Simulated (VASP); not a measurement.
# Sr (P6_3/mmc) in VASP: notebook, part 2 of 2

VASP 6.6.1.

**4. Single point, RPBE (56.21 Å³/atom)**

This run uses another cell than the first one, of 56.21 Å³/atom.

INCAR reads:

```
SYSTEM = Sr
PREC = Accurate ; ENCUT = 520
EDIFF = 1E-6 ; ISMEAR = -1
SIGMA = 0.1 ; LREAL = .False.
LASPH = .True. ; NELM = 60
ALGO = Normal ; ISIF = 2
LWAVE = .False. ; LCHARG = .False.
GGA = RP ; NBANDS = 28
```

KPOINTS reads:

```
Automatic mesh
0
Gamma
  10 10 3
  0 0 0
```

POSCAR reads:

```
Sr
1.0
    4.2963985052      0.0000000000      0.0000000000
   -2.1481992526      3.7207902503      0.0000000000
    0.0000000000      0.0000000000     14.0649097063
Sr
4
Direct
    1.0000000000      1.0000000000      0.0000000000
    1.0000000000      1.0000000000      0.5000000000
    0.3333333333      0.6666666667      0.2500000000
    0.6666666667      0.3333333333      0.7500000000
```

Potentials or basis: VASP PAW PBE potentials, release 64 (Sr_sv).

Launch:

```bash
cat potpaw_PBE.64/Sr_sv/POTCAR > POTCAR
mpirun -np 1 vasp_std > vasp.out
```

OUTCAR:

```text
SYSTEM = Sr
   PREC = Accurate
   ENCUT = 520
   EDIFF = 1E-6
   ISMEAR = -1
   LREAL = .False.
   LASPH = .True.
   NELM = 60
   ISIF = 2
   GGA = RP

 ion  position               nearest neighbor table
   1  0.000  0.000  0.000-   3 4.30   4 4.30   4 4.30   3 4.30   4 4.30   3 4.30
   2  0.000  0.000  0.500-   3 4.30   4 4.30   4 4.30   3 4.30   4 4.30   3 4.30
   3  0.333  0.667  0.250-   1 4.30   2 4.30   1 4.30   2 4.30   1 4.30   2 4.30
   4  0.667  0.333  0.750-   1 4.30   2 4.30   1 4.30   2 4.30   1 4.30   2 4.30

  LATTYP: Found a hexagonal cell.
 ALAT       =     4.2963985052
 C/A-ratio  =     3.2736511032

  Lattice vectors:

 A1 = (   4.2963985052,   0.0000000000,   0.0000000000)
 A2 = (  -2.1481992526,   3.7207902503,   0.0000000000)
 A3 = (   0.0000000000,   0.0000000000,  14.0649097063)

Analysis of symmetry for initial positions (statically):
=====================================================================
 Subroutine PRICEL returns:
 Original cell was already a primitive cell.

 Routine SETGRP: Setting up the symmetry group for a
 hexagonal supercell.

 Subroutine GETGRP returns: Found 24 space group operations
 (whereof 12 operations were pure point group operations)
[... 171 lines left out ...]

 val. band max:        1.5952887106   @ k =   0.2000   0.0000   0.0000
 cond. band min:       1.5975870039   @ k =   0.1000   0.1000   0.0000
 fundamental gap:      0.0022982933
 Fermi energy:         1.5960296191

 k-point     1 :       0.0000    0.0000    0.0000
  band No.  band energies     occupation
      1     -35.0901      2.00000
      2     -35.0845      2.00000
      3     -35.0835      2.00000
      4     -35.0778      2.00000
      5     -17.1604      2.00000
      6     -17.0745      2.00000
[... 733 lines left out ...]
     27       3.1651      0.00000
     28       3.4723      0.00000

 [... further k-points ...]

------------------------ aborting loop because EDIFF is reached ----------------------------------------

  FORCE on cell =-STRESS in cart. coord.  units (eV):
  Direction    XX          YY          ZZ          XY          YZ          ZX
  --------------------------------------------------------------------------------------
  -------------------------------------------------------------------------------------
  Total        0.6712446      0.6712446      0.7401091     -0.0000000     -0.0000000      0.0000000
  in kB        4.7831577      4.7831577      5.2738727     -0.0000000     -0.0000000      0.0000000
  external PRESSURE =       4.9467294 kB  Pullay stress =       0.0000000 kB

 VOLUME and BASIS-vectors are now :
 -----------------------------------------------------------------------------
  energy-cutoff  :      520.00
  volume of cell :      224.84
      direct lattice vectors                 reciprocal lattice vectors
     4.296398505  0.000000000  0.000000000     0.232753083  0.134380055  0.000000000
    -2.148199253  3.720790250  0.000000000     0.000000000  0.268760111  0.000000000
     0.000000000  0.000000000 14.064909706     0.000000000  0.000000000  0.071098928

 POSITION                                       TOTAL-FORCE (eV/Angst)
 -----------------------------------------------------------------------------------
      0.00000      0.00000      0.00000        -0.000000      0.000000      0.000000
      0.00000      0.00000      7.03245         0.000000      0.000000      0.000000
     -0.00000      2.48053      3.51623         0.000000      0.000000     -0.000000
      2.14820      1.24026     10.54868        -0.000000     -0.000000      0.000000
 -----------------------------------------------------------------------------------
    total drift:                               -0.000000      0.000000      0.000000

  FREE ENERGIE OF THE ION-ELECTRON SYSTEM (eV)
  ---------------------------------------------------
  free  energy   TOTEN  =        -5.9243290884 eV

  energy  without entropy=       -5.7423789964  energy(sigma->0) =       -5.83335404
```

OSZICAR:

```text
N       E                     dE             d eps       ncg     rms          rms(c)
DAV:   1     0.257391027491E+03    0.25739E+03   -0.18277E+04  1584   0.122E+03
DAV:   2     0.154277470802E+02   -0.24196E+03   -0.23839E+03  1848   0.283E+02
DAV:   3    -0.466543942143E+01   -0.20093E+02   -0.19852E+02  2464   0.582E+01
DAV:   4    -0.582686067831E+01   -0.11614E+01   -0.11582E+01  2264   0.130E+01
DAV:   5    -0.587453249446E+01   -0.47672E-01   -0.47657E-01  2276   0.242E+00    0.219E+01
DAV:   6    -0.590179868779E+01   -0.27266E-01   -0.52835E-02  2048   0.188E+00    0.123E+01
DAV:   7    -0.592325795518E+01   -0.21459E-01   -0.72040E-02  1812   0.234E+00    0.767E-01
DAV:   8    -0.592410315193E+01   -0.84520E-03   -0.77621E-03  2272   0.450E-01    0.169E-01
DAV:   9    -0.592424934468E+01   -0.14619E-03   -0.42972E-04  2228   0.858E-02    0.680E-02
DAV:  10    -0.592433187337E+01   -0.82529E-04   -0.50501E-05  1884   0.467E-02    0.320E-02
DAV:  11    -0.592433049909E+01    0.13743E-05   -0.31995E-06  1780   0.938E-03    0.660E-03
DAV:  12    -0.592432908109E+01    0.14180E-05   -0.59353E-07  1188   0.521E-03    0.161E-03
DAV:  13    -0.592432908840E+01   -0.73160E-08   -0.32239E-07  1156   0.286E-03
   1 F= -.59243291E+01 E0= -.58333540E+01  d E =-.181950E+00
```

It took 4.3 min on 1 thread of Oxide Virtual Turin-like, shared host; peak memory 0.35 GiB.

Results:

| Property | Result |
| --- | --- |
| Free energy | -5.9243 eV |
| Pressure | 0.5 GPa |
| Band gap on the k mesh | zero (bands 20 and 21 overlap by 0.15 eV) |

Caveat: the PAW data sets were made with another functional, which shifts forces and pressure a little.

**5. Single point, RPBE (58.55 Å³/atom)**

This run uses another cell than the first one, of 58.55 Å³/atom.

INCAR reads:

```
PREC = Accurate ; ENCUT = 520
EDIFF = 1E-7 ; ISMEAR = -1
SIGMA = 0.1 ; LREAL = F
LASPH = T ; NELM = 60
ALGO = Normal ; ISIF = 2
LWAVE = F ; LCHARG = F
GGA = RP ; NBANDS = 28
```

KPOINTS reads:

```
Automatic mesh
0
Gamma
  10 10 3
```

POSCAR reads:

```
Sr
1.0
    4.3552605937      0.0000000000      0.0000000000
   -2.1776302968      3.7717663143      0.0000000000
    0.0000000000      0.0000000000     14.2576036472
Sr
4
Direct
    1.0000000000      1.0000000000      0.0000000000
    1.0000000000      1.0000000000      0.5000000000
    0.3333333333      0.6666666667      0.2500000000
    0.6666666667      0.3333333333      0.7500000000
```

Launch:

```bash
cat potpaw_PBE.64/Sr_sv/POTCAR > POTCAR
mpirun -np 1 vasp_std > vasp.out
```

Run time: 4.7 min. Hardware: 1 thread of Oxide Virtual Turin-like, shared host; peak memory 0.36 GiB.

It converged, with:

| Item | Value |
| --- | --- |
| Free energy | -5.9395 eV |
| Pressure | 0.0 GPa |
| Band gap on the k mesh | zero (bands 20 and 21 overlap by 0.17 eV) |

Levels at points of the mesh, in eV from the Fermi level:
| k point | band 17 | band 18 | band 19 | band 20 | band 21 | band 22 | band 23 | band 24 |
| --- | --- | --- | --- | --- | --- | --- | --- | --- |
| (0.00, 0.00, 0.00) | -3.51 | -2.62 | -2.62 | -1.04 | -0.02 | 1.27 | 1.29 | 2.22 |
| (0.50, 0.00, 0.00) | -1.04 | -0.73 | -0.73 | -0.53 | 0.06 | 0.18 | 0.36 | 0.37 |

Caveat: the PAW data sets were made with another functional, which shifts forces and pressure a little.

**6. Single point, RPBE (60.89 Å³/atom)**

This run uses another cell than the first one, of 60.89 Å³/atom.

INCAR reads:

```
SYSTEM = Sr
ALGO     = Normal         ! electronic algorithm
EDIFF    = 1E-7           ! SCF threshold, eV
ENCUT    = 520            ! plane-wave cutoff, eV
GGA      = RP             ! functional
ISIF     = 2              ! what is computed and relaxed
ISMEAR   = -1             ! smearing method
LASPH    = .True.         ! aspherical terms in the spheres
LCHARG   = .False.        ! write CHGCAR
LREAL    = .False.        ! projectors in reciprocal space
LWAVE    = .False.        ! write WAVECAR
NBANDS   = 28             ! bands
NELM     = 100            ! most SCF steps
PREC     = Accurate       ! precision mode
SIGMA    = 0.1            ! smearing width, eV
```

KPOINTS reads:

```
k-points
0
Gamma
  10 10 3
  0 0 0
```

POSCAR reads:

```
Sr
1.0
    4.4125732266      0.0000000000      0.0000000000
   -2.2062866133      3.8214005103      0.0000000000
    0.0000000000      0.0000000000     14.4452252111
Sr
4
Direct
    1.0000000000      1.0000000000      0.0000000000
    1.0000000000      1.0000000000      0.5000000000
    0.3333333333      0.6666666667      0.2500000000
    0.6666666667      0.3333333333      0.7500000000
```

Potentials or basis: VASP PAW PBE potentials, release 64 (Sr_sv).

Launch:

```bash
cat potpaw_PBE.64/Sr_sv/POTCAR > POTCAR
mpirun -np 1 vasp_std > vasp.out
```

Wall time 5.4 min (1 thread of Oxide Virtual Turin-like, shared host); peak memory 0.4 GiB.

The run converged. Its results:

* Free energy: -5.9291 eV
* Pressure: -0.4 GPa
* Band gap on the k mesh: zero (bands 20 and 21 overlap by 0.20 eV)

Levels at points of the mesh, in eV from the Fermi level:
```tsv
k point	band 16	band 17	band 18	band 19	band 20	band 21	band 22	band 23	band 24	band 25
(0.00, 0.00, 0.00)	-18.75	-3.44	-2.59	-2.58	-1.02	-0.05	1.26	1.27	2.18	2.18
(0.50, 0.00, 0.00)	-18.77	-1.03	-0.73	-0.70	-0.52	0.05	0.14	0.38	0.39	1.08
```

Caveat: the PAW data sets were made with another functional, which shifts forces and pressure a little.

**7. Single point, RPBE (63.24 Å³/atom)**

This run uses another cell than the first one, of 63.24 Å³/atom.

INCAR reads:

```
  PREC = Accurate
  ENCUT = 520
  EDIFF = 1E-7
  ISMEAR = -1
  SIGMA = 0.1
  LREAL = False
  LASPH = True
  NELM = 80
  ALGO = Normal
  ISIF = 2
  LWAVE = False
  LCHARG = False
  GGA = RP
  NBANDS = 28
```

KPOINTS reads:

```
Automatic mesh
0
Gamma
  10 10 3
```

POSCAR reads:

```
Sr
1.0
    4.4684345141      0.0000000000      0.0000000000
   -2.2342172570      3.8697778043      0.0000000000
    0.0000000000      0.0000000000     14.6280955764
Sr
4
Direct
    1.0000000000      1.0000000000      0.0000000000
    1.0000000000      1.0000000000      0.5000000000
    0.3333333333      0.6666666667      0.2500000000
    0.6666666667      0.3333333333      0.7500000000
```

Launch:

```bash
cat potpaw_PBE.64/Sr_sv/POTCAR > POTCAR
mpirun -np 1 vasp_std > vasp.out
```

It took 6.9 min on 1 thread of Oxide Virtual Turin-like, shared host; peak memory 0.39 GiB.

It converged, with:

| Property | Result |
| --- | --- |
| Free energy | -5.8969 eV |
| Pressure | -0.7 GPa |
| Band gap on the k mesh | zero (bands 20 and 21 overlap by 0.22 eV) |

Levels at points of the mesh, in eV from the Fermi level:
```csv
k point,band 17,band 18,band 19,band 20,band 21,band 22,band 23,band 24
"(0.00, 0.00, 0.00)",-3.38,-2.55,-2.55,-1.00,-0.08,1.24,1.26,2.15
"(0.50, 0.00, 0.00)",-1.02,-0.73,-0.68,-0.50,0.04,0.11,0.40,0.40
```

Caveat: the PAW data sets were made with another functional, which shifts forces and pressure a little.

**8. Overview**

```csv
cell,gap on the mesh (eV),pressure (GPa)
"a = 4.174, b = 4.174, c = 13.663 Å, angles 90.0, 90.0, 120.0°, 4 atoms",none,1.7
"a = 4.236, b = 4.236, c = 13.867 Å, angles 90.0, 90.0, 120.0°, 4 atoms",none,1.1
"a = 4.296, b = 4.296, c = 14.065 Å, angles 90.0, 90.0, 120.0°, 4 atoms",none,0.5
"a = 4.355, b = 4.355, c = 14.258 Å, angles 90.0, 90.0, 120.0°, 4 atoms",none,0.0
"a = 4.413, b = 4.413, c = 14.445 Å, angles 90.0, 90.0, 120.0°, 4 atoms",none,-0.4
"a = 4.468, b = 4.468, c = 14.628 Å, angles 90.0, 90.0, 120.0°, 4 atoms",none,-0.7
```

Alike in all rows: task single point; level RPBE; potentials or basis VASP PAW PBE potentials, release 64 (Sr_sv); no spin polarisation; k mesh 10 × 10 × 3; cutoff (eV) 520; smearing fermi-dirac 0.1 eV.

Caveats: the PAW data sets were made with another functional, which shifts forces and pressure a little.

Absolute energies hang on the potentials; compare differences alone.
